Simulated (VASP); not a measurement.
# V in VASP: a series of runs, part 2 of 2

VASP 6.6.1. Earlier steps stand in the parts before.

## Step 4: Single point, PBE, collinear spin, ferromagnetic start (equal xy, yz and zx shear strains of +2 %)

INCAR reads:

```
PREC = Accurate
ENCUT = 520
EDIFF = 1E-6
ISMEAR = -1
SIGMA = 0.03
LREAL = F
LASPH = T
NELM = 150
ALGO = Normal
ISIF = 2
LWAVE = F
LCHARG = F
ISPIN = 2
MAGMOM = 1.5
LORBIT = 11
LMAXMIX = 4
GGA = PE
NBANDS = 16
```

KPOINTS reads:

```
regular mesh
0
Gamma
  19 19 19
```

POSCAR reads:

```
V
1.0
   -1.4827400000      1.5130000000      1.5130000000
    1.5130000000     -1.4827400000      1.5130000000
    1.5130000000      1.5130000000     -1.4827400000
V
1
Direct
    0.0000000000      0.0000000000      0.0000000000
```

Potentials or basis: VASP PAW PBE potentials, release 64 (V_sv).

The run is started by

```sh
$ cat potpaw_PBE.64/V_sv/POTCAR > POTCAR
$ mpirun -np 1 vasp_std > vasp.out
```

OUTCAR:

```text
PREC = Accurate
   ENCUT = 520
   EDIFF = 1E-6
   ISMEAR = -1
   LREAL = F
   LASPH = T
   NELM = 150
   ISIF = 2
   ISPIN = 2
   LORBIT = 11
   GGA = PE

 ion  position               nearest neighbor table
   1  0.000  0.000  0.000-

  LATTYP: Found a trigonal (rhomboedric) cell.
 ALAT       =     2.6032395025
 COS(alpha) =    -0.3242805026

  Lattice vectors:

 A1 = (  -1.4827400000,   1.5130000000,   1.5130000000)
 A2 = (   1.5130000000,  -1.4827400000,   1.5130000000)
 A3 = (   1.5130000000,   1.5130000000,  -1.4827400000)

Analysis of symmetry for initial positions (statically):
=====================================================================
 Subroutine PRICEL returns:
 Original cell was already a primitive cell.

 Routine SETGRP: Setting up the symmetry group for a
 trigonal (rhombohedral) supercell.

 Subroutine GETGRP returns: Found 12 space group operations
 (whereof 12 operations were pure point group operations)
 out of a pool of 12 trial point group operations.

The static configuration has the point symmetry D_3d.

Analysis of symmetry for dynamics (positions and initial velocities):
=====================================================================
 Subroutine PRICEL returns:
 Original cell was already a primitive cell.

 Routine SETGRP: Setting up the symmetry group for a
 trigonal (rhombohedral) supercell.

 Subroutine GETGRP returns: Found 12 space group operations
 (whereof 12 operations were pure point group operations)
 out of a pool of 12 trial point group operations.

The dynamic configuration has the point symmetry D_3d.

Analysis of structural, dynamic, and magnetic symmetry:
=====================================================================
 Subroutine PRICEL returns:
 Original cell was already a primitive cell.

 Routine SETGRP: Setting up the symmetry group for a
 trigonal (rhombohedral) supercell.

 Subroutine GETGRP returns: Found 12 space group operations
 (whereof 12 operations were pure point group operations)
 out of a pool of 12 trial point group operations.

The overall configuration has the point symmetry D_3d.

[... 132 lines left out ...]

 number of electron      12.9999998 magnetization       0.0006987

 Free energy of the ion-electron system (eV)
  ---------------------------------------------------
  ext. energy  EPLUGINS =         0.00000000
  ---------------------------------------------------
  free energy    TOTEN  =        -8.98758296 eV

  energy without entropy =       -8.98208000  energy(sigma->0) =       -8.98483148

 E-fermi :   9.3606     XC(G=0): -12.7534

 val. band max:        9.3590950831   @ k =  -0.2632   0.3684   0.1053
 cond. band min:       9.3630485284   @ k =  -0.1053   0.4211   0.1053
 fundamental gap:      0.0039534453
 Fermi energy:         9.3605896781

 spin component 1

 k-point     1 :       0.0000    0.0000    0.0000
  band No.  band energies     occupation
      1     -54.3870      1.00000
      2     -27.7716      1.00000
      3     -27.7080      1.00000
      4     -27.7080      1.00000
      5       2.8412      1.00000
      6       9.6549      0.00005
[... 435 lines left out ...]
      5       4.8269      1.00000
      6       8.9842      1.00000
[... 8 lines left out ...]
     15      35.9827      0.00000
     16      36.0993      0.00000

 [... further k-points ...]

 spin component 2

 k-point     1 :       0.0000    0.0000    0.0000
  band No.  band energies     occupation
      1     -54.3863      1.00000
      2     -27.7710      1.00000
      3     -27.7074      1.00000
      4     -27.7074      1.00000
      5       2.8416      1.00000
      6       9.6556      0.00005
[... 435 lines left out ...]
      5       4.8274      1.00000
      6       8.9849      1.00000
[... 8 lines left out ...]
     15      35.9832      0.00000
     16      36.0996      0.00000

 [... further k-points ...]

------------------------ aborting loop because EDIFF is reached ----------------------------------------

  FORCE on cell =-STRESS in cart. coord.  units (eV):
  Direction    XX          YY          ZZ          XY          YZ          ZX
  --------------------------------------------------------------------------------------
  -------------------------------------------------------------------------------------
  Total       -0.4186612     -0.4186612     -0.4186612     -0.0515733     -0.0515733     -0.0515733
  in kB      -48.4312869    -48.4312869    -48.4312869     -5.9660631     -5.9660631     -5.9660631
  external PRESSURE =     -48.4312869 kB  Pullay stress =       0.0000000 kB

 VOLUME and BASIS-vectors are now :
 -----------------------------------------------------------------------------
  energy-cutoff  :      520.00
  volume of cell :       13.85
      direct lattice vectors                 reciprocal lattice vectors
    -1.482740000  1.513000000  1.513000000    -0.006545242  0.327262098  0.327262098
     1.513000000 -1.482740000  1.513000000     0.327262098 -0.006545242  0.327262098
     1.513000000  1.513000000 -1.482740000     0.327262098  0.327262098 -0.006545242

 POSITION                                       TOTAL-FORCE (eV/Angst)
 -----------------------------------------------------------------------------------
      0.00000      0.00000      0.00000        -0.000000      0.000000     -0.000000
 -----------------------------------------------------------------------------------
    total drift:                                0.000000     -0.000000      0.000000

  FREE ENERGIE OF THE ION-ELECTRON SYSTEM (eV)
  ---------------------------------------------------
  free  energy   TOTEN  =        -8.9875829641 eV

  energy  without entropy=       -8.9820800018  energy(sigma->0) =       -8.98483148

 total charge

# of ion       s       p       d       tot
------------------------------------------
    1        2.333   6.212   3.061  11.606

 magnetization (x)

# of ion       s       p       d       tot
------------------------------------------
    1        0.000   0.000   0.000   0.000
```

OSZICAR:

```text
N       E                     dE             d eps       ncg     rms          rms(c)
DAV:   1     0.930735103842E+02    0.93074E+02   -0.64664E+03 43288   0.885E+02
DAV:   2    -0.855627545059E+01   -0.10163E+03   -0.97512E+02 47296   0.271E+02
DAV:   3    -0.101002048198E+02   -0.15439E+01   -0.15417E+01 48544   0.364E+01
DAV:   4    -0.101063653598E+02   -0.61605E-02   -0.61604E-02 51072   0.242E+00
DAV:   5    -0.101064202037E+02   -0.54844E-04   -0.54844E-04 49072   0.213E-01    0.184E+01
DAV:   6    -0.898031347695E+01    0.11261E+01   -0.16967E+00 43784   0.219E+01    0.212E+00
DAV:   7    -0.898843688877E+01   -0.81234E-02   -0.83061E-02 47824   0.262E+00    0.157E+00
DAV:   8    -0.898863106052E+01   -0.19417E-03   -0.50009E-03 47080   0.858E-01    0.859E-01
DAV:   9    -0.898724004777E+01    0.13910E-02   -0.15615E-03 50448   0.446E-01    0.157E-01
DAV:  10    -0.898755028372E+01   -0.31024E-03   -0.65515E-04 47592   0.232E-01    0.469E-02
DAV:  11    -0.898757722567E+01   -0.26942E-04   -0.58334E-05 51152   0.680E-02    0.178E-02
DAV:  12    -0.898758295224E+01   -0.57266E-05   -0.50261E-06 45312   0.238E-02    0.633E-03
DAV:  13    -0.898758296411E+01   -0.11874E-07   -0.17200E-07 26368   0.473E-03
   1 F= -.89875830E+01 E0= -.89848315E+01  d E =-.550296E-02  mag=     0.0003
```

stdout:

```text
POSCAR found type information on POSCAR V
 POSCAR found :  1 types and       1 ions
 scaLAPACK will be used
 LDA part: xc-table for (Slater+PW92), standard interpolation
 POSCAR, INCAR and KPOINTS ok, starting setup
 FFT: planning ... GRIDC
 FFT: planning ... GRID_SOFT
 FFT: planning ... GRID
 WAVECAR not read
 entering main loop
```

Wall time 8 min (1 thread of Oxide Virtual Turin-like, shared host); peak memory 0.27 GiB.

What came out:

* Free energy: -8.9876 eV
* Pressure: -4.8 GPa
* Net moment: 0.00 μB per cell
* Valence electrons inside the program's atomic spheres: V 11.61

Levels at points of the mesh, in eV from the Fermi level:
Spin up:
```
           k point  band 5  band 6  band 7  band 8  band 9  band 10
(0.00, 0.00, 0.00)   -6.52    0.29    0.29    0.62    2.37     2.37
```
Spin down:
| k point | band 4 | band 5 | band 6 | band 7 | band 8 | band 9 | band 10 | band 11 |
| --- | --- | --- | --- | --- | --- | --- | --- | --- |
| (0.00, 0.00, 0.00) | -37.07 | -6.52 | 0.30 | 0.30 | 0.62 | 2.37 | 2.37 | 20.03 |

Caveat: the cell differs from its parent crystal (equal xy, yz and zx shear strains of +2 %).

## Step 5: Summary

| cell | gap on the mesh (eV) | pressure (GPa) | moment (μB) |
| --- | --- | --- | --- |
| a = 2.673 Å, angles 108.7, 108.7, 111.1°, 1 atom | none | -13.4 | 0.00 |
| a = 2.647 Å, angles 110.3°, 1 atom | none | -4.7 | 0.00 |
| a = 2.603 Å, angles 108.9°, 1 atom | none | -4.8 | 0.00 |

Alike in all rows: task single point; level PBE; potentials or basis VASP PAW PBE potentials, release 64 (V_sv); spin collinear, ferromagnetic start; k mesh 19 × 19 × 19; cutoff (eV) 520; smearing fermi-dirac 0.03 eV.

Total energies depend on the potentials used, so only differences within one code and one set of settings carry meaning.
